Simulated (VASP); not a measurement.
# GaMo (F-43m) in VASP: further runs, part 2 of 2

VASP 6.6.1. The steps go on from the part before.

### 3 Single point, PBE

INCAR reads:

```
PREC     = Accurate       # precision mode
ENCUT    = 520            # plane-wave cutoff, eV
EDIFF    = 1E-6           # SCF threshold, eV
ISMEAR   = 0              # smearing method
SIGMA    = 0.2            # smearing width, eV
LREAL    = F              # projectors in reciprocal space
LASPH    = T              # aspherical terms in the spheres
NELM     = 80             # most SCF steps
ALGO     = Normal         # electronic algorithm
ISIF     = 2              # what is computed and relaxed
LWAVE    = F              # write WAVECAR
LCHARG   = T              # write CHGCAR
GGA      = PE             # functional
LELF     = T              # ELF
LVHAR    = T            
NBANDS   = 20             # bands
```

KPOINTS reads:

```
Automatic mesh
0
Gamma
  6 6 6
```

POSCAR reads:

```
GaMo
1.0
    0.0000000000      2.8458409986      2.8458409986
    2.8458409986      0.0000000000      2.8458409986
    2.8458409986      2.8458409986      0.0000000000
Ga Mo
1 1
Direct
    0.5000000000      0.5000000000      0.5000000000
    0.7500000000      0.7500000000      0.7500000000
```

Potentials or basis: VASP PAW PBE potentials, release 64 (Ga_d, Mo_sv).

Run with:

```
$ cat potpaw_PBE.64/Ga_d/POTCAR potpaw_PBE.64/Mo_sv/POTCAR > POTCAR
$ mpirun -np 1 vasp_std > vasp.out
```

Run time: 31 s. Hardware: 1 thread of AMD EPYC 7R13, shared host; peak memory 0.14 GiB.

It converged, with:

```yaml
Free_energy: -10.4524 eV
Pressure: 0.7 GPa
```

Levels at points of the mesh, in eV from the Fermi level:
```
           k point  band 10  band 11  band 12  band 13  band 14  band 15  band 16  band 17
(0.00, 0.00, 0.00)    -7.69    -1.76    -1.76    -1.76     0.12     0.12     6.42     8.56
(0.50, 0.00, 0.00)    -5.99    -2.24    -1.44    -1.44     0.43     0.43     1.13     5.72
(0.50, 0.50, 0.00)    -5.35    -3.05    -0.39    -0.04    -0.04     0.54     1.76     2.54
```

### 4 Single point, PBE

This run uses another cell than the first one, of 23.19 Å³/atom, 1.007 times its volume.

INCAR reads:

```
SYSTEM = GaMo
  PREC = Accurate
  ENCUT = 520
  EDIFF = 1E-6
  ISMEAR = 0
  SIGMA = 0.2
  LREAL = .FALSE.
  LASPH = .TRUE.
  NELM = 100
  ALGO = Normal
  ISIF = 2
  LWAVE = .FALSE.
  LCHARG = .FALSE.
  GGA = PE
  NBANDS = 20
```

KPOINTS reads:

```
regular mesh
0
G
  6 6 6
  0 0 0
```

POSCAR reads:

```
GaMo
1.0
    0.0000000000      2.8515441304      2.8515441304
    2.8515441304      0.0000000000      2.8515441304
    2.8515441304      2.8515441304      0.0000000000
Ga Mo
1 1
Direct
    0.0000000000      0.0000000000      0.0000000000
    0.2500000000      0.2500000000      0.2500000000
```

Run with:

```
$ cat potpaw_PBE.64/Ga_d/POTCAR potpaw_PBE.64/Mo_sv/POTCAR > POTCAR
$ mpirun -np 1 vasp_std > vasp.out
```

Run time: 26 s. Hardware: 1 thread of AMD EPYC 7R13, shared host; peak memory 0.14 GiB.

Results (log left out):

| Quantity | Value |
| --- | --- |
| Free energy | -10.4533 eV |
| Pressure | 0.3 GPa |

Levels at points of the mesh, in eV from the Fermi level:
```csv
k point,band 9,band 10,band 11,band 12,band 13,band 14,band 15,band 16,band 17,band 18
"(0.00, 0.00, 0.00)",-14.06,-7.66,-1.75,-1.75,-1.75,0.12,0.12,6.39,8.53,8.53
"(0.50, 0.00, 0.00)",-14.05,-5.98,-2.23,-1.43,-1.43,0.43,0.43,1.12,5.70,5.70
"(0.50, 0.50, 0.00)",-14.04,-5.34,-3.02,-0.38,-0.04,-0.04,0.54,1.74,2.53,2.53
```

### 5 Single point, PBE

INCAR reads:

```
ALGO     = Fast           # electronic algorithm
EDIFF    = 1E-6           # SCF threshold, eV
ENCUT    = 520            # plane-wave cutoff, eV
GGA      = PE             # functional
ISIF     = 2              # what is computed and relaxed
ISMEAR   = 0              # smearing method
LASPH    = T              # aspherical terms in the spheres
LCHARG   = T              # write CHGCAR
LELF     = T              # ELF
LREAL    = F              # projectors in reciprocal space
LVHAR    = T            
LWAVE    = F              # write WAVECAR
NBANDS   = 20             # bands
NELM     = 60             # most SCF steps
PREC     = Accurate       # precision mode
SIGMA    = 0.2            # smearing width, eV
```

KPOINTS reads:

```
k-points
0
Gamma
  7 7 7
```

POSCAR reads:

```
GaMo
1.0
    0.0000000000      2.8442864410      2.8442864410
    2.8442864410      0.0000000000      2.8442864410
    2.8442864410      2.8442864410      0.0000000000
Ga Mo
1 1
Direct
    0.7500000000      0.7500000000      0.7500000000
    0.0000000000      0.0000000000      0.0000000000
```

Potentials or basis: VASP PAW PBE potentials, release 64 (Ga_d, Mo_sv).

Run with:

```
$ cat potpaw_PBE.64/Ga_d/POTCAR potpaw_PBE.64/Mo_sv/POTCAR > POTCAR
$ mpirun -np 1 vasp_std > vasp.out
```

OUTCAR:

```text
EDIFF = 1E-6
   ENCUT = 520
   GGA = PE
   ISIF = 2
   ISMEAR = 0
   LASPH = T
   LREAL = F
   NELM = 60
   PREC = Accurate

 ion  position               nearest neighbor table
   1  0.750  0.750  0.750-   2 2.46   2 2.46   2 2.46   2 2.46
   2  0.000  0.000  0.000-   1 2.46   1 2.46   1 2.46   1 2.46

  LATTYP: Found a face centered cubic cell.
 ALAT       =     5.6885728820

  Lattice vectors:

 A1 = (   0.0000000000,   2.8442864410,   2.8442864410)
[... 641 lines left out ...]
------------------------ aborting loop because EDIFF is reached ----------------------------------------

  FORCE on cell =-STRESS in cart. coord.  units (eV):
  Direction    XX          YY          ZZ          XY          YZ          ZX
  --------------------------------------------------------------------------------------
  -------------------------------------------------------------------------------------
  Total        0.3023337      0.3023337      0.3023337      0.0000000     -0.0000000      0.0000000
  in kB       10.5256079     10.5256079     10.5256079      0.0000000     -0.0000000      0.0000000
  external PRESSURE =      10.5256079 kB  Pullay stress =       0.0000000 kB

 VOLUME and BASIS-vectors are now :
 -----------------------------------------------------------------------------
  energy-cutoff  :      520.00
  volume of cell :       46.02
      direct lattice vectors                 reciprocal lattice vectors
     0.000000000  2.844286441  2.844286441    -0.175791015  0.175791015  0.175791015
     2.844286441  0.000000000  2.844286441     0.175791015 -0.175791015  0.175791015
     2.844286441  2.844286441  0.000000000     0.175791015  0.175791015 -0.175791015

 POSITION                                       TOTAL-FORCE (eV/Angst)
 -----------------------------------------------------------------------------------
      4.26643      4.26643      4.26643        -0.000000     -0.000000      0.000000
      0.00000      0.00000      0.00000         0.000000      0.000000     -0.000000
 -----------------------------------------------------------------------------------
    total drift:                               -0.000000     -0.000000     -0.000000

  FREE ENERGIE OF THE ION-ELECTRON SYSTEM (eV)
  ---------------------------------------------------
  free  energy   TOTEN  =       -10.4131545223 eV

  energy  without entropy=      -10.3283601210  energy(sigma->0) =      -10.37075732
```

Run time: 49 s. Hardware: 1 thread of AMD EPYC 7R13, shared host; peak memory 0.14 GiB.

Results:

| Property | Result |
| --- | --- |
| Free energy | -10.4132 eV |
| Pressure | 1.1 GPa |

### 6 Relaxation of cell and atoms, PBE

This run uses another cell than the first one, of 18.07 Å³/atom, 0.785 times its volume.

INCAR reads:

```
SYSTEM = GaMo
ALGO     = Fast           ! electronic algorithm
EDIFF    = 1E-6           ! SCF threshold, eV
EDIFFG   = -0.08          ! ionic threshold
ENCUT    = 600            ! plane-wave cutoff, eV
GGA      = PE             ! functional
IBRION   = 2              ! ionic algorithm
ISIF     = 3              ! what is computed and relaxed
ISMEAR   = 0              ! smearing method
LASPH    = .TRUE.         ! aspherical terms in the spheres
LCHARG   = .FALSE.        ! write CHGCAR
LREAL    = .FALSE.        ! projectors in reciprocal space
LWAVE    = .FALSE.        ! write WAVECAR
NELM     = 80             ! most SCF steps
NSW      = 36             ! ionic steps
PREC     = Accurate       ! precision mode
SIGMA    = 0.2            ! smearing width, eV
```

KPOINTS reads:

```
k-points
0
G
  6 6 6
  0 0 0
```

POSCAR reads:

```
GaMo
1.0
    0.0000000000      2.6242089500      2.6242089500
    2.6242089500      0.0000000000      2.6242089500
    2.6242089500      2.6242089500      0.0000000000
Ga Mo
1 1
Direct
    0.0000000000      0.0000000000      0.0000000000
    0.2500000000      0.2500000000      0.2500000000
```

Potentials or basis: VASP PAW PBE potentials, release 64 (Ga_d, Mo_sv).

Run with:

```
$ cat potpaw_PBE.64/Ga_d/POTCAR potpaw_PBE.64/Mo_sv/POTCAR > POTCAR
$ mpirun -np 1 vasp_std > vasp.out
```

It took 61 s on 1 thread of Intel Xeon 6975P-C (Granite Rapids), shared host; peak memory 0.17 GiB.

The run converged. Its results:

* Free energy: -10.4494 eV
* Relaxed volume: 23.32 Å³/atom
* Relaxed cell: a = 4.040 Å, b = 4.040 Å, c = 4.040 Å, α = 60.00°, β = 60.00°, γ = 60.00°
* Space group after relaxing (to 0.05 Å): F-43m (No. 216)
* Energy gained by relaxing: 437.0 meV/atom
* Ionic steps: 4
* Pressure after relaxing: -0.2 GPa

Step by step:
```
step  energy change (eV)  largest force (eV/Å)  pressure (GPa)  volume (Å³)
   1              0.0000                0.0000           33.93        36.14
   2             -0.2771                0.0000          -11.20        60.09
   3             -0.8735                0.0000           -0.55        46.88
   4             -0.8740                0.0000           -0.18        46.64
```

Final structure:
```
CELL_PARAMETERS angstrom
0.00000 2.85693 2.85693
2.85693 0.00000 2.85693
2.85693 2.85693 0.00000
ATOMIC_POSITIONS crystal
Ga 0.00000 0.00000 0.00000
Mo 0.25000 0.25000 0.25000
```

Levels at points of the mesh, in eV from the Fermi level:
```csv
k point,band 9,band 10,band 11,band 12,band 13,band 14,band 15,band 16,band 17
"(0.00, 0.00, 0.00)",-14.05,-7.64,-1.74,-1.74,-1.74,0.12,0.12,6.36,8.52
"(0.50, 0.00, 0.00)",-14.04,-5.97,-2.21,-1.42,-1.42,0.42,0.42,1.11,5.67
"(0.50, 0.50, 0.00)",-14.03,-5.33,-3.00,-0.37,-0.04,-0.04,0.53,1.72,2.52
```

Caveat: the volume moved by over 15 % at a fixed basis, so the end points are rough.

### 7 The runs side by side

```csv
task,cell,k mesh,cutoff (eV),gap on the mesh (eV),pressure (GPa)
single point,"a = 4.023 Å, angles 60.0°, 2 atoms",6 × 6 × 6,520,none,0.8
single point,"a = 4.025 Å, angles 60.0°, 2 atoms",6 × 6 × 6,520,none,0.7
single point,"a = 4.033 Å, angles 60.0°, 2 atoms",6 × 6 × 6,520,none,0.3
single point,"a = 4.022 Å, angles 60.0°, 2 atoms",7 × 7 × 7,520,none,1.1
relaxation of cell and atoms,"relaxed from a = 3.711 Å, angles 60.0°, 2 atoms",6 × 6 × 6,600,none,-0.2
```

Alike in all rows: level PBE; potentials or basis VASP PAW PBE potentials, release 64 (Ga_d, Mo_sv); no spin polarisation; smearing gaussian 0.2 eV.

Every run on the cell as given and a fine mesh finds a metal.

Caveats: the volume moved by over 15 % at a fixed basis, so the end points are rough (some runs).

Total energies depend on the potentials used, so only differences within one code and one set of settings carry meaning.
